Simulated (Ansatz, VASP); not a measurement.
## SnSe2 in VASP and in Ansatz

```xyz
3
Lattice="3.8087 0.0000 0.0000 -1.9044 3.2985 0.0000 0.0000 0.0000 6.1443" Properties=species:S:1:pos:R:3 pbc="T T T"
Sn    0.0000    0.0000    0.0000
Se    0.0000    2.1990    1.5484
Se    1.9044    1.0995    4.5959
```

Alike in both runs: task single point; functional PBE; k mesh 8 × 8 × 4; occupations gaussian, width 0.05 eV; no spin polarisation.

|  | VASP | Ansatz |
| --- | --- | --- |
| version | VASP 6.6.1 | Ansatz 0.2.0 |
| potentials or method | VASP PAW PBE potentials, release 64 (Sn_d, Se), cutoff 500 eV | scalar-relativistic, plane waves, PAW |
| valence electrons in the cell | 26 | 46 |

```csv
,VASP,Ansatz,Ansatz less VASP
gap on the k mesh at the Fermi level (eV),0.80,0.81,+0.005
least direct gap on the mesh (eV),1.11,1.13,+0.011
pressure (GPa),4.9,4.8,-0.08
"traceless stress, the component that is largest in VASP (GPa)",0.57,0.57,-0.006
rms of the force components (eV/Å),0.280,0.273,-0.0074
```

Atom by atom the forces differ by 0.007 eV/Å (rms over components). VASP's potentials hold 26 valence electrons a cell and Ansatz's 46, so a difference there can come from the potentials and not from the codes.
